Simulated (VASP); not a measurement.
Crystal: Pt.

```
Pt
1.0
     0.00000    1.96134    1.96134
     1.96134    0.00000    1.96134
     1.96134    1.96134    0.00000
Pt
1
Direct
  0.00000 0.00000 0.00000
```

```yaml
Program: VASP 6.6.1
Task: relaxation of cell and atoms
Functional: LDA
Potentials_or_basis: VASP PAW LDA potentials, release 64 (Pt)
Cutoff: 500 eV
k_mesh: 19 × 19 × 19
Occupations: fermi-dirac, width 0.08 eV
Spin: no spin polarisation
```

At the start: pressure -5.5 GPa; volume 15.09 Å³/atom.

Question: Where does the relaxation end?

Answer: Over 4 steps the energy falls by 5.0 meV/atom and the volume is 14.81 Å³/atom (-1.9 %); space group Fm-3m (No. 225, to 0.1 Å) before and after.

Step by step:
```tsv
step	energy change (eV)	largest force (eV/Å)	pressure (GPa)	volume (Å³)
1	0.0000	0.0000	-5.51	15.09
2	0.0440	0.0000	20.32	13.98
3	-0.0050	0.0000	-0.14	14.81
4	-0.0050	0.0000	-0.01	14.81
```

Final structure:
```
Pt
1.0
     0.00000    1.94897    1.94897
     1.94897    0.00000    1.94897
     1.94897    1.94897    0.00000
Pt
1
Cartesian
  0.0000 0.0000 0.0000
```
